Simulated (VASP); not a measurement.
Set up this calculation in VASP 6.6.1, as the native input.

```yaml
Task: single point
Functional: PBE
Potentials_or_basis: VASP PAW PBE potentials, release 64 (Hf_pv, N)
Cutoff: 520 eV
k_mesh: 12 × 12 × 12
Occupations: gaussian, width 0.15 eV
Spin: no spin polarisation
Dipole_correction: no
Further_INCAR_settings: ALGO = Normal; EDIFF = 1e-07; NBANDS = 14
```

The structure of HfN lies in POSCAR:

```
HfN
1.0
   -0.0000002927      2.2738604617      2.2737192075
    2.2734329403     -0.0000073913      2.2737263061
    2.2734230625      2.2738576824      0.0000024865
Hf N
1 1
Direct
   -0.0000039251      0.0000134648     -0.0000065074
    0.5000039251      0.4999865352      0.5000065074
```

One way to write it, as run:

INCAR

```
PREC = Accurate
ENCUT = 520
EDIFF = 1E-7
ISMEAR = 0
SIGMA = 0.15
LREAL = F
LASPH = T
NELM = 80
ALGO = Normal
ISIF = 2
LWAVE = F
LCHARG = F
GGA = PE
NBANDS = 14
```

KPOINTS

```
regular mesh
0
Gamma
  12 12 12
```

Potentials or basis: VASP PAW PBE potentials, release 64 (Hf_pv, N).

Launch:

```bash
$ cat potpaw_PBE.64/Hf_pv/POTCAR potpaw_PBE.64/N/POTCAR > POTCAR
$ mpirun -np 1 vasp_std > vasp.out
```

Results of the run:

- Pressure: -2.3 GPa
- Band gap on the k mesh: zero (an odd number of electrons rules out a gap without spin polarisation)

Caveat: spin-orbit coupling is left out, which moves the levels of the heavy elements.

It took 2 min on 1 thread of Intel(R) Xeon(R) Platinum 8488C (Sapphire Rapids) (shared host), peak memory 0.39 GiB.
